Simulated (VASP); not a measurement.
# FeO (R-3m) in VASP: a series of runs

FeO is run at these levels: PBEsol; tasks: single point.

All numbers are computed with VASP 6.6.1; they aren't measurements. Logs are shortened: lines on timing, memory, paths and dates and some standing lists are left out, and cuts for length are marked.

### 1 The cell of the first run

The typed cell holds 2 atoms: a = 3.003 Å, b = 3.003 Å, c = 3.003 Å, α = 59.98°, β = 59.98°, γ = 59.98°.

### 2 Single point, PBEsol, collinear spin, ferromagnetic start

INCAR

```
PREC = Accurate
ENCUT = 520
EDIFF = 1E-6
ISMEAR = 0
SIGMA = 0.1
LREAL = False
LASPH = True
NELM = 150
ALGO = Normal
ISIF = 2
LWAVE = False
LCHARG = False
ISPIN = 2
MAGMOM = 3.76 0.37
LORBIT = 11
LMAXMIX = 4
GGA = PS
NBANDS = 18
```

KPOINTS

```
regular mesh
0
Gamma
  18 18 18
```

POSCAR

```
FeO
1.0
    1.5008364257      0.8665083144      2.4520201275
   -1.5008364257      0.8665083144      2.4520201275
    0.0000000000     -1.7330166288      2.4520201275
Fe O
1 1
Direct
    0.0000000000      0.0000000000      0.0000000000
    0.5000000000      0.5000000000      0.5000000000
```

Potentials or basis: VASP PAW PBE potentials, release 64 (Fe, O).

Run with:

```bash
> cat potpaw_PBE.64/Fe/POTCAR potpaw_PBE.64/O/POTCAR > POTCAR
> mpirun -np 1 vasp_std > vasp.out
```

OUTCAR:

```text
PREC = Accurate
   ENCUT = 520
   EDIFF = 1E-6
   ISMEAR = 0
   LREAL = False
   LASPH = True
   NELM = 150
   ISIF = 2
   ISPIN = 2
   LORBIT = 11
   GGA = PS

 ion  position               nearest neighbor table
   1  0.000  0.000  0.000-   2 2.12   2 2.12   2 2.12   2 2.12   2 2.12   2 2.12
   2  0.500  0.500  0.500-   1 2.12   1 2.12   1 2.12   1 2.12   1 2.12   1 2.12

  LATTYP: Found a trigonal (rhomboedric) cell.
 ALAT       =     3.0026237429
 COS(alpha) =     0.5003166367

  Lattice vectors:

 A1 = (   1.5008364257,   0.8665083144,   2.4520201275)
 A2 = (  -1.5008364257,   0.8665083144,   2.4520201275)
 A3 = (   0.0000000000,  -1.7330166288,   2.4520201275)

Analysis of symmetry for initial positions (statically):
=====================================================================
 Subroutine PRICEL returns:
 Original cell was already a primitive cell.

 Routine SETGRP: Setting up the symmetry group for a
 trigonal (rhombohedral) supercell.

 Subroutine GETGRP returns: Found 12 space group operations
 (whereof 12 operations were pure point group operations)
 out of a pool of 12 trial point group operations.

The static configuration has the point symmetry D_3d.

Analysis of symmetry for dynamics (positions and initial velocities):
=====================================================================
 Subroutine PRICEL returns:
 Original cell was already a primitive cell.

 Routine SETGRP: Setting up the symmetry group for a
 trigonal (rhombohedral) supercell.

 Subroutine GETGRP returns: Found 12 space group operations
 (whereof 12 operations were pure point group operations)
 out of a pool of 12 trial point group operations.

The dynamic configuration has the point symmetry D_3d.

Analysis of structural, dynamic, and magnetic symmetry:
=====================================================================
 Subroutine PRICEL returns:
 Original cell was already a primitive cell.

 Routine SETGRP: Setting up the symmetry group for a
 trigonal (rhombohedral) supercell.

 Subroutine GETGRP returns: Found 12 space group operations
 (whereof 12 operations were pure point group operations)
 out of a pool of 12 trial point group operations.

The overall configuration has the point symmetry D_3d.

 Subroutine INISYM returns: Found 12 space group operations
 (whereof 12 operations are pure point group operations),
 and found     1 'primitive' translations

----------------------------------------------------------------------------------------

                                     Primitive cell

  volume of cell :      19.1329
[... 112 lines left out ...]
  Thomas-Fermi vector in A             =   2.589897
   LORBIT       =     11    0 simple, 1 ext, 2 COOP (PROOUT), +10 PAW based schemes
   GGA     = PS    functional components
   LHFCALC =     F    Hartree Fock is set to
   AEXX    =    0.0000 exact exchange contribution
   IVDW    =     0    specifies the selected vdW correction
   LEPSILON=     F    determine dielectric tensor
   LRPA    =     F    only Hartree local field effects (RPA)
 spin polarized calculation
 Gauss-broadening in eV      SIGMA  =   0.10
  energy-cutoff  :      520.00
  volume of cell :       19.13
 maximum number of plane-waves:       534
   NGX = 11   NGY = 11   NGZ = 11

 number of electron      13.9999999 magnetization       3.9996466

 Free energy of the ion-electron system (eV)
  ---------------------------------------------------
  ext. energy  EPLUGINS =         0.00000000
  ---------------------------------------------------
  free energy    TOTEN  =       -15.86447738 eV

  energy without entropy =      -15.85842611  energy(sigma->0) =      -15.86145174

 E-fermi :   6.5689     XC(G=0): -12.6662

 val. band max:        6.5668879205   @ k =  -0.2222   0.0556  -0.0000
 cond. band min:       6.5691126879   @ k =  -0.2222   0.1667   0.0000
 fundamental gap:      0.0022247674
 Fermi energy:         6.5689110297

 spin component 1

 k-point     1 :       0.0000    0.0000    0.0000
  band No.  band energies     occupation
      1     -14.5042      1.00000
      2       2.5704      1.00000
      3       2.5736      1.00000
      4       2.5736      1.00000
      5       2.6400      1.00000
      6       2.6422      1.00000
[... 493 lines left out ...]
     17      32.8457      0.00000
     18      34.9436      0.00000

 [... further k-points ...]

 spin component 2

 k-point     1 :       0.0000    0.0000    0.0000
  band No.  band energies     occupation
      1     -13.9262      1.00000
      2       3.1879      1.00000
      3       3.1911      1.00000
      4       3.1911      1.00000
      5       5.7602      1.00000
      6       5.7631      1.00000
[... 493 lines left out ...]
     17      33.7483      0.00000
     18      36.0036      0.00000

 [... further k-points ...]

------------------------ aborting loop because EDIFF is reached ----------------------------------------

  FORCE on cell =-STRESS in cart. coord.  units (eV):
  Direction    XX          YY          ZZ          XY          YZ          ZX
  --------------------------------------------------------------------------------------
  -------------------------------------------------------------------------------------
  Total        0.0544234      0.0544234      0.0504396      0.0000000     -0.0000000      0.0000000
  in kB        4.5573794      4.5573794      4.2237778      0.0000000     -0.0000000      0.0000000
  external PRESSURE =       4.4461789 kB  Pullay stress =       0.0000000 kB

 VOLUME and BASIS-vectors are now :
 -----------------------------------------------------------------------------
  energy-cutoff  :      520.00
  volume of cell :       19.13
      direct lattice vectors                 reciprocal lattice vectors
     1.500836426  0.866508314  2.452020127     0.333147565  0.192342836  0.135942332
    -1.500836426  0.866508314  2.452020127    -0.333147565  0.192342836  0.135942332
     0.000000000 -1.733016629  2.452020127     0.000000000 -0.384685672  0.135942332

 POSITION                                       TOTAL-FORCE (eV/Angst)
 -----------------------------------------------------------------------------------
      0.00000      0.00000      0.00000        -0.000000      0.000000     -0.000000
      0.00000      0.00000      3.67803         0.000000     -0.000000      0.000000
 -----------------------------------------------------------------------------------
    total drift:                               -0.000000      0.000000     -0.000000

  FREE ENERGIE OF THE ION-ELECTRON SYSTEM (eV)
  ---------------------------------------------------
  free  energy   TOTEN  =       -15.8644773795 eV

  energy  without entropy=      -15.8584261069  energy(sigma->0) =      -15.86145174

 total charge

# of ion       s       p       d       tot
------------------------------------------
    1        0.306   0.397   6.120   6.823
    2        1.551   3.440   0.000   4.991
--------------------------------------------------
tot          1.857   3.836   6.120  11.814

 magnetization (x)

# of ion       s       p       d       tot
------------------------------------------
    1        0.026   0.022   3.555   3.603
    2        0.032   0.281   0.000   0.313
--------------------------------------------------
tot          0.058   0.303   3.555   3.916
```

OSZICAR:

```text
N       E                     dE             d eps       ncg     rms          rms(c)
DAV:   1     0.664806912171E+02    0.66481E+02   -0.69434E+03 45664   0.922E+02
DAV:   2    -0.140864771016E+02   -0.80567E+02   -0.68499E+02 42924   0.205E+02
DAV:   3    -0.183096642491E+02   -0.42232E+01   -0.41298E+01 48506   0.504E+01
DAV:   4    -0.183391489321E+02   -0.29485E-01   -0.29471E-01 50982   0.399E+00
DAV:   5    -0.183393399432E+02   -0.19101E-03   -0.19100E-03 49732   0.332E-01    0.166E+01
DAV:   6    -0.164804620523E+02    0.18589E+01   -0.13286E+01 55498   0.553E+01    0.191E+01
DAV:   7    -0.158908230743E+02    0.58964E+00   -0.25321E+00 53702   0.316E+01    0.982E+00
DAV:   8    -0.158844846003E+02    0.63385E-02   -0.14889E-01 52398   0.397E+00    0.557E+00
DAV:   9    -0.158631895445E+02    0.21295E-01   -0.54728E-02 66700   0.362E+00    0.116E+00
DAV:  10    -0.158642222387E+02   -0.10327E-02   -0.12647E-02 57006   0.232E+00    0.227E-01
DAV:  11    -0.158644557455E+02   -0.23351E-03   -0.18589E-03 54382   0.412E-01    0.615E-02
DAV:  12    -0.158644716917E+02   -0.15946E-04   -0.44595E-05 53702   0.645E-02    0.396E-02
DAV:  13    -0.158644760818E+02   -0.43902E-05   -0.13002E-05 59968   0.506E-02    0.142E-02
DAV:  14    -0.158644774214E+02   -0.13396E-05   -0.21321E-06 45424   0.115E-02    0.496E-03
DAV:  15    -0.158644773795E+02    0.41920E-07   -0.12400E-07 24172   0.382E-03
   1 F= -.15864477E+02 E0= -.15861452E+02  d E =-.605127E-02  mag=     3.9998
```

Wall time 4.5 min (1 thread of AMD EPYC 9R45 (Zen 5), shared host); peak memory 0.37 GiB.

What came out:

```
Free energy                                           : -15.8645 eV
Pressure                                              : 0.4 GPa
Band gap on the k mesh                                : zero (filled and empty bands overlap)
Net moment                                            : 4.00 μB per cell
Site moments                                          : Fe +3.60; O +0.31 μB
Valence electrons inside the program's atomic spheres : Fe 6.82; O 4.99
```

Caveat: the PAW data sets were made with another functional, which shifts forces and pressure a little; a cell with one magnetic atom can't hold antiferromagnetic order, which such compounds often take; semilocal functionals often make such compounds metallic where correlation or magnetic order opens a gap, which also shifts bond lengths. With open d or f shells a metallic result of PBEsol can be an artefact of self-interaction; +U or a hybrid may open a gap.

### 3 Single point, PBEsol, collinear spin, ferromagnetic start (9.85 Å³/atom)

This run uses another cell than the first one, of 9.85 Å³/atom.

INCAR

```
SYSTEM = FeO
  ALGO = Normal
  EDIFF = 1E-6
  ENCUT = 520
  GGA = PS
  ISIF = 2
  ISMEAR = 0
  ISPIN = 2
  LASPH = .True.
  LCHARG = .False.
  LMAXMIX = 4
  LORBIT = 11
  LREAL = .False.
  LWAVE = .False.
  MAGMOM = 3.76 0.37
  NBANDS = 18
  NELM = 150
  PREC = Accurate
  SIGMA = 0.1
```

KPOINTS

```
k-points
0
Gamma
  18 18 18
  0 0 0
```

POSCAR

```
FeO
1.0
    1.5156971588      0.8750881626      2.4762991335
   -1.5156971588      0.8750881626      2.4762991335
    0.0000000000     -1.7501763253      2.4762991335
Fe O
1 1
Direct
    0.0000000000      0.0000000000      0.0000000000
    0.5000000000      0.5000000000      0.5000000000
```

Potentials or basis: VASP PAW PBE potentials, release 64 (Fe, O).

Run with:

```bash
> cat potpaw_PBE.64/Fe/POTCAR potpaw_PBE.64/O/POTCAR > POTCAR
> mpirun -np 1 vasp_std > vasp.out
```

OUTCAR:

```text
SYSTEM = FeO
   EDIFF = 1E-6
   ENCUT = 520
   GGA = PS
   ISIF = 2
   ISMEAR = 0
   ISPIN = 2
   LASPH = .True.
   LORBIT = 11
   LREAL = .False.
   NELM = 150
   PREC = Accurate

 ion  position               nearest neighbor table
   1  0.000  0.000  0.000-   2 2.14   2 2.14   2 2.14   2 2.14   2 2.14   2 2.14
   2  0.500  0.500  0.500-   1 2.14   1 2.14   1 2.14   1 2.14   1 2.14   1 2.14

  LATTYP: Found a trigonal (rhomboedric) cell.
 ALAT       =     3.0323546244
 COS(alpha) =     0.5003166367

  Lattice vectors:

 A1 = (   1.5156971588,   0.8750881626,   2.4762991335)
 A2 = (  -1.5156971588,   0.8750881626,   2.4762991335)
 A3 = (   0.0000000000,  -1.7501763253,   2.4762991335)

Analysis of symmetry for initial positions (statically):
=====================================================================
 Subroutine PRICEL returns:
 Original cell was already a primitive cell.

 Routine SETGRP: Setting up the symmetry group for a
 trigonal (rhombohedral) supercell.

 Subroutine GETGRP returns: Found 12 space group operations
 (whereof 12 operations were pure point group operations)
 out of a pool of 12 trial point group operations.

The static configuration has the point symmetry D_3d.

Analysis of symmetry for dynamics (positions and initial velocities):
=====================================================================
 Subroutine PRICEL returns:
 Original cell was already a primitive cell.

 Routine SETGRP: Setting up the symmetry group for a
 trigonal (rhombohedral) supercell.

 Subroutine GETGRP returns: Found 12 space group operations
 (whereof 12 operations were pure point group operations)
 out of a pool of 12 trial point group operations.

The dynamic configuration has the point symmetry D_3d.

Analysis of structural, dynamic, and magnetic symmetry:
=====================================================================
 Subroutine PRICEL returns:
 Original cell was already a primitive cell.

 Routine SETGRP: Setting up the symmetry group for a
 trigonal (rhombohedral) supercell.
[... 148 lines left out ...]
  ---------------------------------------------------
  free energy    TOTEN  =       -15.85604255 eV

  energy without entropy =      -15.84969474  energy(sigma->0) =      -15.85286865

 E-fermi :   6.2436     XC(G=0): -12.5010

 val. band max:        6.2431861142   @ k =  -0.2222   0.1667   0.0000
 cond. band min:       6.2437252874   @ k =   0.3889   0.1667   0.1667
 fundamental gap:      0.0005391732
 Fermi energy:         6.2435893492

 spin component 1

 k-point     1 :       0.0000    0.0000    0.0000
  band No.  band energies     occupation
      1     -14.5822      1.00000
      2       2.3467      1.00000
      3       2.3473      1.00000
      4       2.3487      1.00000
      5       2.3487      1.00000
      6       2.3504      1.00000
[... 493 lines left out ...]
     17      32.0490      0.00000
     18      34.0384      0.00000

 [... further k-points ...]

 spin component 2

 k-point     1 :       0.0000    0.0000    0.0000
  band No.  band energies     occupation
      1     -14.0165      1.00000
      2       2.9492      1.00000
      3       2.9523      1.00000
      4       2.9523      1.00000
      5       5.4770      1.00000
      6       5.4797      1.00000
[... 493 lines left out ...]
     17      32.9214      0.00000
     18      35.0825      0.00000

 [... further k-points ...]

------------------------ aborting loop because EDIFF is reached ----------------------------------------

  FORCE on cell =-STRESS in cart. coord.  units (eV):
  Direction    XX          YY          ZZ          XY          YZ          ZX
  --------------------------------------------------------------------------------------
  -------------------------------------------------------------------------------------
  Total       -0.6715172     -0.6715172     -0.6757901      0.0000000      0.0000000      0.0000000
  in kB      -54.5945255    -54.5945255    -54.9419182      0.0000000      0.0000000      0.0000000
  external PRESSURE =     -54.7103231 kB  Pullay stress =       0.0000000 kB

 VOLUME and BASIS-vectors are now :
 -----------------------------------------------------------------------------
  energy-cutoff  :      520.00
  volume of cell :       19.71
      direct lattice vectors                 reciprocal lattice vectors
     1.515697159  0.875088163  2.476299133     0.329881202  0.190457001  0.134609478
    -1.515697159  0.875088163  2.476299133    -0.329881202  0.190457001  0.134609478
     0.000000000 -1.750176325  2.476299133     0.000000000 -0.380914001  0.134609478

 POSITION                                       TOTAL-FORCE (eV/Angst)
 -----------------------------------------------------------------------------------
      0.00000      0.00000      0.00000        -0.000000     -0.000000      0.000000
      0.00000     -0.00000      3.71445         0.000000      0.000000     -0.000000
 -----------------------------------------------------------------------------------
    total drift:                               -0.000000      0.000000     -0.000000

  FREE ENERGIE OF THE ION-ELECTRON SYSTEM (eV)
  ---------------------------------------------------
  free  energy   TOTEN  =       -15.8560425544 eV

  energy  without entropy=      -15.8496947437  energy(sigma->0) =      -15.85286865

 total charge

# of ion       s       p       d       tot
------------------------------------------
    1        0.297   0.375   6.097   6.769
    2        1.551   3.423   0.000   4.974
--------------------------------------------------
tot          1.848   3.799   6.097  11.744

 magnetization (x)

# of ion       s       p       d       tot
------------------------------------------
    1        0.026   0.021   3.561   3.608
    2        0.031   0.276   0.000   0.307
--------------------------------------------------
tot          0.057   0.297   3.561   3.915
```

stdout:

```text
POSCAR found type information on POSCAR FeO
 POSCAR found :  2 types and       2 ions
 scaLAPACK will be used
 -----------------------------------------------------------------------------
|                                                                             |
|                                                                             |
|     You enforced a specific xc type in the INCAR file but a different       |
|     I HOPE YOU KNOW WHAT YOU ARE DOING!                                     |
|                                                                             |
 -----------------------------------------------------------------------------

 LDA part: xc-table for (Slater+PW92), standard interpolation
 POSCAR, INCAR and KPOINTS ok, starting setup
 FFT: planning ... GRIDC
 FFT: planning ... GRID_SOFT
 FFT: planning ... GRID
 WAVECAR not read
 entering main loop
```

It took 4.4 min on 1 thread of AMD EPYC 9R45 (Zen 5), shared host; peak memory 0.37 GiB.

Results:

```
Free energy                                           : -15.8560 eV
Pressure                                              : -5.5 GPa
Band gap on the k mesh                                : zero (filled and empty bands overlap)
Net moment                                            : 4.00 μB per cell
Site moments                                          : Fe +3.61; O +0.31 μB
Valence electrons inside the program's atomic spheres : Fe 6.77; O 4.97
```

Levels at points of the mesh, in eV from the Fermi level:
Spin up:
```csv
k point,band 7,band 8,band 9,band 10,band 11,band 12
"(0.00, 0.00, 0.00)",-3.89,-3.67,-3.67,0.08,15.29,16.99
"(0.50, 0.00, 0.00)",-2.47,-0.27,-0.26,3.96,8.54,12.49
"(0.50, 0.50, 0.00)",-2.76,-2.76,-2.73,5.28,8.72,10.69
"(0.50, 0.50, 0.50)",-2.47,-0.27,-0.27,3.97,8.53,12.51
```
Spin down:
```
           k point  band 2  band 3  band 4  band 5  band 6  band 7  band 8  band 9
(0.00, 0.00, 0.00)   -3.29   -3.29   -3.29   -0.77   -0.76   -0.76    0.11    0.11
(0.50, 0.00, 0.00)   -8.18   -5.27   -5.27    0.41    0.42    0.63    2.81    2.81
(0.50, 0.50, 0.00)   -7.04   -4.50   -4.50   -2.21    0.67    0.78    0.78    1.13
(0.50, 0.50, 0.50)   -8.18   -5.27   -5.27    0.41    0.41    0.63    2.81    2.81
```

Caveat: the cell stands under tension; the PAW data sets were made with another functional, which shifts forces and pressure a little; a cell with one magnetic atom can't hold antiferromagnetic order, which such compounds often take; semilocal functionals often make such compounds metallic where correlation or magnetic order opens a gap, which also shifts bond lengths. With open d or f shells a metallic result of PBEsol can be an artefact of self-interaction; +U or a hybrid may open a gap.
